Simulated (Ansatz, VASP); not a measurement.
## One calculation of Al4B3P, two programs

```xyz
8
Lattice="3.5093 0.0000 0.0000 -1.7547 3.0392 0.0000 0.0000 0.0000 9.6093" Properties=species:S:1:pos:R:3 pbc="T T T"
Al    1.7547    1.0131    3.2240
Al    1.7547    1.0131    8.3984
Al    0.0000    2.0261    6.3853
Al    0.0000    2.0261    1.2109
B     0.0000    0.0000    0.0000
B     0.0000    0.0000    7.8736
B     0.0000    0.0000    1.7357
P     0.0000    0.0000    4.8047
```

Change from the starting cell: species swapped into the CrNi3Sb4 type (P-3m1, No. 164).

Alike in both runs: functional PBE; k mesh 12 × 12 × 4; occupations gaussian, width 0.1 eV; no spin polarisation.

Ansatz relaxed the structure, and its values are those at the end. VASP's run is a single point on that final structure, the one shown.

|  | VASP | Ansatz |
| --- | --- | --- |
| version | VASP 6.6.1 | Ansatz 0.2.0 |
| potentials or method | VASP PAW PBE potentials, release 64 (Al, B, P), cutoff 520 eV | scalar-relativistic, plane waves, PAW |
| valence electrons in the cell | 26 | 26 |

```tsv
	VASP	Ansatz	Ansatz less VASP
gap on the k mesh at the Fermi level (eV)	none	none	-
pressure (GPa)	0.0	0.0	+0.05
```

A gap of «none» marks a metal or a gap that the smearing closes. With one functional, cell and mesh, what is left measures potentials, basis and numerics.
